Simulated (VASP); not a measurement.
Input of a VASP 6.6.1 run:

INCAR

```
SYSTEM = WC
PREC = Accurate ; ENCUT = 520
EDIFF = 1E-6 ; ISMEAR = -1
SIGMA = 0.17 ; LREAL = Auto
LASPH = .TRUE. ; NELM = 100
ALGO = Normal ; ISIF = 2
LWAVE = .FALSE. ; LCHARG = .TRUE.
GGA = PS ; LELF = .TRUE.
LVHAR = .TRUE. ; NBANDS = 86
```

File KPOINTS:

```
regular mesh
0
G
  3 3 3
  0 0 0
```

Contents of POSCAR:

```
WC
1.0
   -2.8860900000     -4.9988550000      0.0000000000
    4.3291350000     -2.4994270000      0.0000000000
    0.0000000000      0.0000000000      5.6483400000
W C
8 8
Direct
    0.7652564359      0.4651042176      0.0173856390
    0.7615033525      0.5122194643      0.5257650920
    0.5002681796     -0.0053084530      0.0257597807
    0.4874184530     -0.0226988710      0.5299256065
    0.2595865309      0.4602513184      0.0186780541
    0.2516465143      0.4602477143      0.5023068725
    0.0198529255     -0.0322241441      0.0350722513
    0.0116584142      0.0092506315      0.5204183884
    0.5353550360      0.6477235789      0.2786128314
    0.5156852536      0.6252089745      0.7589840555
    0.2601247314      0.1451429411      0.2634933449
    0.2632823038      0.1683145534      0.7777683355
    0.0271674850      0.6493463029      0.2902622717
   -0.0199919487      0.6372407968      0.7762103556
    0.7844705844      0.1432509518      0.2560221233
    0.7434912103      0.1567940356      0.7901436528
```

Potentials or basis: VASP PAW PBE potentials, release 64 (W_sv, C).

Launch:

```bash
$ cat potpaw_PBE.64/W_sv/POTCAR potpaw_PBE.64/C/POTCAR > POTCAR
$ mpirun -np 1 vasp_std > vasp.out
```

Question: Estimate the band gap on the k mesh.

Answer: Zero (bands 72 and 73 overlap by 0.21 eV).

Question: Predict the largest force.

Answer: 6.506 eV/Å.

Question: What does it give for the pressure?

Answer: 16.3 GPa.

Stress tensor (GPa, compression positive):
```
18.81  0.08  1.13
 0.08 14.73 -0.50
 1.13 -0.50 15.50
```

Caveat: the k points lie up to 0.42 Å⁻¹ apart; the PAW data sets were made with another functional, which shifts forces and pressure a little; spin-orbit coupling is left out, which moves the levels of the heavy elements.
